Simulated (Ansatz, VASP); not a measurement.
TiAl: VASP beside Ansatz

POSCAR

```
TiAl
1.0
    3.1141669331      0.0000000000      0.0000000000
    0.0000000000      3.1141669331      0.0000000000
    0.0000000000      0.0000000000      3.1141669331
Ti Al
1 1
Direct
    0.0000000000      0.0000000000      0.0000000000
    0.5000000000      0.5000000000      0.5000000000
```

INCAR.step1

```
SYSTEM = TiAl
PREC = Accurate
ENCUT = 520
EDIFF = 1E-5
ISMEAR = -1
SIGMA = 0.05
LREAL = .FALSE.
LASPH = .TRUE.
NELM = 100
ALGO = Normal
ISIF = 2
LWAVE = .TRUE.
GGA = PE
NBANDS = 14
```

Contents of INCAR.step2:

```
SYSTEM = TiAl
PREC = Accurate
ENCUT = 520
EDIFF = 1E-6
ISMEAR = -1
SIGMA = 0.05
LREAL = .FALSE.
LASPH = .TRUE.
NELM = 100
ALGO = Normal
ISIF = 2
LWAVE = .FALSE.
LCHARG = .TRUE.
GGA = PE
LHFCALC = .TRUE.
AEXX = 0.25
PRECFOCK = Normal
LELF = .TRUE.
LVHAR = .TRUE.
ISTART = 1
NBANDS = 14
```

Contents of KPOINTS:

```
Automatic mesh
0
G
  6 6 6
  0 0 0
```

input

```
crystal:
  lattice:
    - [3.1141669331, 0.0, 0.0]
    - [0.0, 3.1141669331, 0.0]
    - [0.0, 0.0, 3.1141669331]
  atoms:
    - { symbol: Ti, position: [0.0, 0.0, 0.0] }
    - { symbol: Al, position: [0.5, 0.5, 0.5] }
hamiltonian:
  xc: pbe0
  pseudopotentials: { kind: paw }
kpoints:
  mp_grid: { grid: [6, 6, 6] }
scf:
  occupations: { method: fermi_dirac, width: 0.05 }
output:
  forces: true
  stress: true
  eigenvalues: true
  write_density: true
  write_potential: true
  elf: true
  volumetric_format: npy
```

Alike in both runs: task single point; functional PBE0; k mesh 6 × 6 × 6; occupations fermi-dirac, width 0.05 eV; no spin polarisation.

```csv
,VASP,Ansatz
version,VASP 6.6.1,Ansatz 0.2.0
potentials or method,"VASP PAW PBE potentials, release 64 (Ti_sv, Al)",Ansatz PAW
plane-wave cutoff (eV),520,420
valence electrons in the cell,15,15
```

```csv
,VASP,Ansatz,Ansatz less VASP
gap on the k mesh at the Fermi level (eV),none,none,-
pressure (GPa),5.4,5.7,+0.31
```

A gap of «none» marks a metal or a gap that the smearing closes.
